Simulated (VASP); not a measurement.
**Al6H: single point with PBE**

System: Al6H, a slab with vacuum.

```
Al H
1.0
     5.71430    0.00000    0.00000
    -2.85715    4.94873    0.00000
     0.00000    0.00000   22.60164
Al H
12 2
Direct
  0.33333 0.16667 0.17698
  0.33333 0.66667 0.17698
  0.83333 0.16667 0.17698
  0.83333 0.66667 0.17698
  0.16667 0.33333 0.27878
  0.16667 0.83333 0.27878
  0.66667 0.33333 0.27878
  0.66667 0.83333 0.27878
  0.00000 0.00000 0.38058
  0.00000 0.50000 0.38058
  0.50000 0.00000 0.38058
  0.50000 0.50000 0.38058
  0.10146 0.16667 0.42880
  0.56521 0.16667 0.42880
```

```
Program             : VASP 6.6.1
Task                : single point
Functional          : PBE
Potentials or basis : VASP PAW PBE potentials, release 64 (Al, H)
Cutoff              : 520 eV
k mesh              : 6 × 6 × 1
Occupations         : gaussian, width 0.1 eV
Spin                : no spin polarisation
```

```yaml
Largest_force: 5.088 eV/Å
Band_gap_on_the_k_mesh: zero (bands 19 and 20 overlap by 0.57 eV)
```

Forces in eV/Å, atoms in the order of the input:
```
Al   0.000 -0.048 -0.075
Al  -0.013  0.046 -0.165
Al   0.000 -0.032 -0.092
Al   0.013  0.046 -0.165
Al   0.001  0.215  0.221
Al   0.000 -0.086  0.046
Al  -0.001  0.215  0.221
Al   0.000 -0.082 -0.023
Al  -0.506 -3.288 -3.850
Al   0.000  0.469 -0.247
Al   0.506 -3.288 -3.850
Al   0.000  0.437 -0.139
H    0.430  2.698  4.059
H   -0.430  2.698  4.059
```

Levels at points of the mesh, in eV from the Fermi level:
```csv
k point,band 17,band 18,band 19,band 20,band 21,band 22
"(0.00, 0.00, 0.00)",-2.27,-1.25,-0.55,-0.37,-0.31,-0.21
"(0.50, 0.00, 0.00)",-0.54,-0.47,0.05,0.17,0.92,0.96
"(0.00, 0.50, 0.00)",-0.52,-0.35,-0.29,0.70,0.83,0.85
```

Wall time 6.7 min on 1 thread of Intel(R) Xeon(R) Platinum 8488C (Sapphire Rapids), with other jobs on the host, peak memory 0.7 GiB.
